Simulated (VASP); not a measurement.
Set up this calculation in VASP 6.6.1, as the native input.

```
Task                   : single point
Functional             : LDA
Potentials or basis    : VASP PAW LDA potentials, release 64 (Pt)
Cutoff                 : 520 eV
k mesh                 : 13 × 13 × 1
Occupations            : fermi-dirac, width 0.1 eV
Spin                   : no spin polarisation
Dipole correction      : yes
Further INCAR settings : ALGO = Normal; EDIFF = 1e-07; NBANDS = 33
```

The structure of Pt lies in POSCAR:

```
Pt
1.0
    2.7543088548      0.0000000000      0.0000000000
    0.0000000000      2.7543088548      0.0000000000
    0.0000000000      0.0000000000     23.7904000000
Pt
5
Direct
    0.0000000000      0.0000000000      0.3389327928
    0.5000000000      0.5000000000      0.4185299866
    0.0000000000      0.0000000000      0.4999999999
    0.5000000000      0.5000000000      0.5814700133
    0.0000000000      0.0000000000      0.6610672075
```

One way to write it, as run:

INCAR

```
SYSTEM = Pt
PREC = Accurate
ENCUT = 520
EDIFF = 1E-7
ISMEAR = -1
SIGMA = 0.1
LREAL = .FALSE.
LASPH = .TRUE.
NELM = 80
ALGO = Normal
ISIF = 2
LWAVE = .FALSE.
LCHARG = .FALSE.
LDIPOL = .TRUE.
IDIPOL = 3
DIPOL = 0.5 0.5 0.500
NBANDS = 33
```

KPOINTS

```
Automatic mesh
0
G
  13 13 1
  0 0 0
```

Potentials or basis: VASP PAW LDA potentials, release 64 (Pt).

Run with:

```sh
$ cat potpaw_LDA.64/Pt/POTCAR > POTCAR
$ mpirun -np 1 vasp_std > vasp.out
```

Results of the run:

```
Largest force          : 0.045 eV/Å
Band gap on the k mesh : zero (band 25 reaches 2.04 eV, above the bottom of band 26 at 0.62 eV)
```

Caveat: spin-orbit coupling is left out, which moves the levels of the heavy elements.

Wall time 3 min on 1 thread of Intel(R) Xeon(R) Platinum 8488C (Sapphire Rapids), with other jobs on the host, peak memory 0.28 GiB.
